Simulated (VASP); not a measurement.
# PbS (Galena) (Fm-3m) in VASP: a series of runs, part 2 of 2

VASP 6.6.1.

## (5) Single point, PBEsol

This run uses another cell than the first one, of 27.13 Å³/atom, 1.095 times its volume.

INCAR

```
  PREC = Accurate
  ENCUT = 500
  EDIFF = 1E-6
  ISMEAR = 0
  SIGMA = 0.01
  LREAL = False
  LASPH = True
  NELM = 120
  ALGO = Normal
  ISIF = 2
  LWAVE = False
  LCHARG = True
  GGA = PS
  LELF = True
  LVHAR = True
  NBANDS = 17
  GGA_COMPAT = False
```

KPOINTS

```
Automatic mesh
0
Gamma
  6 6 6
```

POSCAR

```
PbS
1.0
    0.0000000000      3.0047775019      3.0047775019
    3.0047775019      0.0000000000      3.0047775019
    3.0047775019      3.0047775019      0.0000000000
Pb S
1 1
Direct
    0.0000000000      0.0000000000      0.0000000000
    0.5000000000      0.5000000000      0.5000000000
```

Potentials or basis: VASP PAW PBE potentials, release 64 (Pb_d, S).

Launch:

```bash
$ cat potpaw_PBE.64/Pb_d/POTCAR potpaw_PBE.64/S/POTCAR > POTCAR
$ mpirun -np 1 vasp_std > vasp.out
```

OUTCAR:

```text
PREC = Accurate
   ENCUT = 500
   EDIFF = 1E-6
   ISMEAR = 0
   LREAL = False
   LASPH = True
   NELM = 120
   ISIF = 2
   GGA = PS

 ion  position               nearest neighbor table
   1  0.000  0.000  0.000-   2 3.00   2 3.00   2 3.00   2 3.00   2 3.00   2 3.00
   2  0.500  0.500  0.500-   1 3.00   1 3.00   1 3.00   1 3.00   1 3.00   1 3.00

  LATTYP: Found a face centered cubic cell.
 ALAT       =     6.0095550038

  Lattice vectors:

 A1 = (   0.0000000000,   3.0047775019,   3.0047775019)
 A2 = (   3.0047775019,   0.0000000000,   3.0047775019)
 A3 = (   3.0047775019,   3.0047775019,   0.0000000000)

Analysis of symmetry for initial positions (statically):
=====================================================================
 Subroutine PRICEL returns:
 Original cell was already a primitive cell.

 Routine SETGRP: Setting up the symmetry group for a
 face centered cubic supercell.

 Subroutine GETGRP returns: Found 48 space group operations
 (whereof 48 operations were pure point group operations)
 out of a pool of 48 trial point group operations.

The static configuration has the point symmetry O_h .

Analysis of symmetry for dynamics (positions and initial velocities):
=====================================================================
 Subroutine PRICEL returns:
 Original cell was already a primitive cell.

 Routine SETGRP: Setting up the symmetry group for a
 face centered cubic supercell.

 Subroutine GETGRP returns: Found 48 space group operations
 (whereof 48 operations were pure point group operations)
 out of a pool of 48 trial point group operations.

The dynamic configuration has the point symmetry O_h .

 Subroutine INISYM returns: Found 48 space group operations
 (whereof 48 operations are pure point group operations),
 and found     1 'primitive' translations

----------------------------------------------------------------------------------------

                                     Primitive cell

  volume of cell :      54.2584

  direct lattice vectors                    reciprocal lattice vectors
     0.000000000  3.004777502  3.004777502    -0.166401672  0.166401672  0.166401672
     3.004777502  0.000000000  3.004777502     0.166401672 -0.166401672  0.166401672
     3.004777502  3.004777502  0.000000000     0.166401672  0.166401672 -0.166401672

  length of vectors
     4.249397095  4.249397095  4.249397095     0.288216150  0.288216150  0.288216150

  position of ions in fractional coordinates (direct lattice)
     0.000000000  0.000000000  0.000000000
     0.500000000  0.500000000  0.500000000

  ion indices of the primitive-cell ions
   primitive index   ion index
                 1           1
                 2           2

----------------------------------------------------------------------------------------

 KPOINTS: Automatic mesh

Automatic generation of k-mesh.
 Grid dimensions read from file:
 generate k-points for:    6    6    6

 Generating k-lattice:

  Cartesian coordinates                     Fractional coordinates (reciprocal lattice)
    -0.027733612  0.027733612  0.027733612     0.166666667  0.000000000  0.000000000
     0.027733612 -0.027733612  0.027733612     0.000000000  0.166666667  0.000000000
     0.027733612  0.027733612 -0.027733612     0.000000000  0.000000000  0.166666667

  Length of vectors
     0.048036025  0.048036025  0.048036025

  Shift w.r.t. Gamma in fractional coordinates (k-lattice)
     0.000000000  0.000000000  0.000000000

 Subroutine IBZKPT returns following result:
 ===========================================

 Found     16 irreducible k-points:

 Following reciprocal coordinates:
            Coordinates               Weight
  0.000000  0.000000  0.000000      1.000000
  0.166667  0.000000  0.000000      8.000000
  0.333333  0.000000  0.000000      8.000000
  0.500000  0.000000  0.000000      4.000000
  0.166667  0.166667  0.000000      6.000000
  0.333333  0.166667  0.000000     24.000000
[... 8 lines left out ...]
 -0.333333  0.333333  0.166667     24.000000
 -0.333333  0.500000  0.166667     12.000000
   k-points           NKPTS =     16   k-points in BZ     NKDIM =     16   number of bands    NBANDS=     17
   number of dos      NEDOS =    301   number of ions     NIONS =      2
   total plane-waves  NPLWV =  32768
   dimension x,y,z NGX =    32 NGY =   32 NGZ =   32
   dimension x,y,z NGXF=    64 NGYF=   64 NGZF=   64
   ions per type =               1   1
   NGX,Y,Z   is equivalent  to a cutoff of  12.52, 12.52, 12.52 a.u.
   NGXF,Y,Z  is equivalent  to a cutoff of  25.04, 25.04, 25.04 a.u.
 SYSTEM =  unknown system
   PREC   = accura    normal or accurate (medium, high low for compatibility)
   ISTART =      0    job   : 0-new  1-cont  2-samecut
   ICHARG =      2    charge: 1-file 2-atom 10-const
   ISPIN  =      1    spin polarized calculation?
   LNONCOLLINEAR =      F non collinear calculations
   LSORBIT =      F    spin-orbit coupling
   LASPH  =      T    aspherical Exc in radial PAW
   ENCUT  =  500.0 eV  36.75 Ry    6.06 a.u.   7.75  7.75  7.75*2*pi/ulx,y,z
   NELM   =    120;   NELMIN=  2; NELMDL= -5     # of ELM steps
   EDIFF  = 0.1E-05   stopping-criterion for ELM
   LREAL  =      F    real-space projection
   EDIFFG = 0.1E-04   stopping-criterion for IOM
   NSW    =      0    number of steps for IOM
   IBRION =     -1    ionic relax: 0-MD 1-quasi-New 2-CG
   NFREE  =      0    steps in history (QN), initial steepest desc. (CG)
   ISIF   =      2    stress and relaxation
   ISYM   =      2    0-nonsym 1-usesym 2-fastsym
   POTIM  = 0.5000    time-step for ionic-motion
   TEBEG  =    0.0;   TEEND  =   0.0 temperature during run
   PSTRESS=    0.0 pullay stress
   NELECT =      20.0000    total number of electrons
   NUPDOWN=      -1.0000    fix difference up-down
   EMIN   =  10.00;   EMAX   =-10.00  energy-range for DOS
   EFERMI =   0.00;   METHOD = LEGACY
   ISMEAR =     0;   SIGMA  =   0.01  broadening in eV -4-tet -1-fermi 0-gaus
   EFERMI_NEDOS =   21; number of points for ismear=-14 and -15
   IALGO  =     38    algorithm
   IMIX   =      4    mixing-type and parameters
     AMIX     =   0.40;   BMIX     =  1.00
     AMIX_MAG =   1.60;   BMIX_MAG =  1.00
  volume/ion in A,a.u.               =      27.13       183.08
  Fermi-wavevector in a.u.,A,eV,Ry     =   1.173805  2.218169 18.746345  1.377817
  Thomas-Fermi vector in A             =   2.310212
   LORBIT       =      0    0 simple, 1 ext, 2 COOP (PROOUT), +10 PAW based schemes
   GGA     = PS    functional components
   LHFCALC =     F    Hartree Fock is set to
   AEXX    =    0.0000 exact exchange contribution
   IVDW    =     0    specifies the selected vdW correction
   LEPSILON=     F    determine dielectric tensor
   LRPA    =     F    only Hartree local field effects (RPA)
 non-spin polarized calculation
 Gauss-broadening in eV      SIGMA  =   0.01
  energy-cutoff  :      500.00
  volume of cell :       54.26
 maximum number of plane-waves:      1411
   NGX = 15   NGY = 15   NGZ = 15

 number of electron      20.0000003 magnetization

 Free energy of the ion-electron system (eV)
  ---------------------------------------------------
  ext. energy  EPLUGINS =         0.00000000
  ---------------------------------------------------
  free energy    TOTEN  =        -9.43272400 eV

  energy without entropy =       -9.43272400  energy(sigma->0) =       -9.43272400

 E-fermi :   5.1953     XC(G=0):  -9.7058

 val. band max:        5.1401488089   @ k =   0.5000   0.0000   0.0000
 cond. band min:       5.5335242797   @ k =   0.5000   0.0000   0.0000
 fundamental gap:      0.3933754708
 Fermi energy:         5.1952720585

 k-point     1 :       0.0000    0.0000    0.0000
  band No.  band energies     occupation
      1     -11.4996      2.00000
      2     -11.4996      2.00000
      3     -11.4996      2.00000
      4     -11.4853      2.00000
      5     -11.4853      2.00000
      6      -8.0763      2.00000
[... 9 lines left out ...]
     16      11.9210      0.00000
     17      13.7344      0.00000
[... 281 lines left out ...]
 k-point    16 :      -0.3333    0.5000    0.1667
  band No.  band energies     occupation
      1     -11.5874      2.00000
      2     -11.5036      2.00000
      3     -11.4767      2.00000
      4     -11.4656      2.00000
      5     -11.4458      2.00000
      6      -6.4982      2.00000
[... 9 lines left out ...]
     16      16.8676      0.00000
     17      17.4708      0.00000

------------------------ aborting loop because EDIFF is reached ----------------------------------------

  FORCE on cell =-STRESS in cart. coord.  units (eV):
  Direction    XX          YY          ZZ          XY          YZ          ZX
  --------------------------------------------------------------------------------------
  -------------------------------------------------------------------------------------
  Total       -0.9997785     -0.9997785     -0.9997785      0.0000000      0.0000000     -0.0000000
  in kB      -29.5221121    -29.5221121    -29.5221121      0.0000000      0.0000000     -0.0000000
  external PRESSURE =     -29.5221121 kB  Pullay stress =       0.0000000 kB

 VOLUME and BASIS-vectors are now :
 -----------------------------------------------------------------------------
  energy-cutoff  :      500.00
  volume of cell :       54.26
      direct lattice vectors                 reciprocal lattice vectors
     0.000000000  3.004777502  3.004777502    -0.166401672  0.166401672  0.166401672
     3.004777502  0.000000000  3.004777502     0.166401672 -0.166401672  0.166401672
     3.004777502  3.004777502  0.000000000     0.166401672  0.166401672 -0.166401672

 POSITION                                       TOTAL-FORCE (eV/Angst)
 -----------------------------------------------------------------------------------
      0.00000      0.00000      0.00000         0.000000     -0.000000     -0.000000
      3.00478      3.00478      3.00478        -0.000000      0.000000      0.000000
 -----------------------------------------------------------------------------------
    total drift:                                0.000000     -0.000000     -0.000000

  FREE ENERGIE OF THE ION-ELECTRON SYSTEM (eV)
  ---------------------------------------------------
  free  energy   TOTEN  =        -9.4327240001 eV

  energy  without entropy=       -9.4327240001  energy(sigma->0) =       -9.43272400
```

Wall time 32 s (1 thread of AMD EPYC 7R13, shared host); peak memory 0.14 GiB.

Results:

| Item | Value |
| --- | --- |
| Free energy | -9.4327 eV |
| Pressure | -3.0 GPa |
| Band gap on the k mesh | 0.39 eV, direct |

Levels at points of the mesh, in eV from the valence-band top:
| k point | band 6 | band 7 | band 8 | band 9 | band 10 | band 11 | band 12 | band 13 | band 14 | band 15 |
| --- | --- | --- | --- | --- | --- | --- | --- | --- | --- | --- |
| (0.00, 0.00, 0.00) | -13.22 | -6.09 | -1.94 | -1.94 | -1.94 | 5.09 | 5.09 | 5.09 | 6.78 | 6.78 |
| (0.50, 0.00, 0.00) | -12.04 | -8.63 | -1.57 | -1.57 | 0.00 | 0.39 | 2.02 | 2.02 | 8.48 | 10.19 |
| (0.50, 0.50, 0.00) | -11.67 | -7.14 | -4.88 | -3.17 | -3.17 | 3.93 | 5.43 | 5.54 | 5.54 | 11.18 |

Caveat: the PAW data sets were made with another functional, which shifts forces and pressure a little; spin-orbit coupling is left out, which moves the levels of the heavy elements. A k mesh can miss the band edges.

## (6) Single point, PBEsol

This run uses another cell than the first one, of 27.91 Å³/atom, 1.126 times its volume.

INCAR

```
ALGO = Normal ; EDIFF = 1E-6
ENCUT = 500 ; GGA = PS
GGA_COMPAT = F ; ISIF = 2
ISMEAR = 0 ; LASPH = T
LCHARG = T ; LELF = T
LREAL = F ; LVHAR = T
LWAVE = F ; NBANDS = 17
NELM = 120 ; PREC = Accurate
SIGMA = 0.01
```

KPOINTS

```
k-points
0
Gamma
  6 6 6
```

POSCAR

```
PbS
1.0
    0.0000000000      3.0333961529      3.0333961529
    3.0333961529      0.0000000000      3.0333961529
    3.0333961529      3.0333961529      0.0000000000
Pb S
1 1
Direct
    0.0000000000      0.0000000000      0.0000000000
    0.5000000000      0.5000000000      0.5000000000
```

Potentials or basis: VASP PAW PBE potentials, release 64 (Pb_d, S).

Launch:

```bash
$ cat potpaw_PBE.64/Pb_d/POTCAR potpaw_PBE.64/S/POTCAR > POTCAR
$ mpirun -np 1 vasp_std > vasp.out
```

Wall time 30 s (1 thread of AMD EPYC 7R13, shared host); peak memory 0.14 GiB.

Results (log left out):

* Free energy: -9.3984 eV
* Pressure: -4.2 GPa
* Band gap on the k mesh: 0.48 eV, direct

Levels at points of the mesh, in eV from the valence-band top:
| k point | band 6 | band 7 | band 8 | band 9 | band 10 | band 11 | band 12 | band 13 | band 14 | band 15 |
| --- | --- | --- | --- | --- | --- | --- | --- | --- | --- | --- |
| (0.00, 0.00, 0.00) | -12.95 | -6.11 | -1.78 | -1.78 | -1.78 | 5.03 | 5.03 | 5.03 | 6.87 | 6.87 |
| (0.50, 0.00, 0.00) | -11.85 | -8.46 | -1.44 | -1.44 | 0.00 | 0.48 | 2.10 | 2.10 | 8.47 | 10.25 |
| (0.50, 0.50, 0.00) | -11.52 | -7.08 | -4.63 | -2.97 | -2.97 | 4.07 | 5.36 | 5.45 | 5.45 | 11.18 |

Caveat: the PAW data sets were made with another functional, which shifts forces and pressure a little; spin-orbit coupling is left out, which moves the levels of the heavy elements.

## (7) Overview

| cell | gap on the mesh (eV) | pressure (GPa) |
| --- | --- | --- |
| a = 4.123 Å, angles 60.0°, 2 atoms | 0.05 | 2.3 |
| a = 4.166 Å, angles 60.0°, 2 atoms | 0.18 | 0.3 |
| a = 4.208 Å, angles 60.0°, 2 atoms | 0.29 | -1.5 |
| a = 4.249 Å, angles 60.0°, 2 atoms | 0.39 | -3.0 |
| a = 4.290 Å, angles 60.0°, 2 atoms | 0.48 | -4.2 |

Alike in all rows: task single point; level PBEsol; potentials or basis VASP PAW PBE potentials, release 64 (Pb_d, S); no spin polarisation; k mesh 6 × 6 × 6; cutoff (eV) 500; smearing gaussian 0.01 eV.

Caveats: the PAW data sets were made with another functional, which shifts forces and pressure a little; spin-orbit coupling is left out, which moves the levels of the heavy elements.

Total energies depend on the potentials used, so only differences within one code and one set of settings carry meaning.
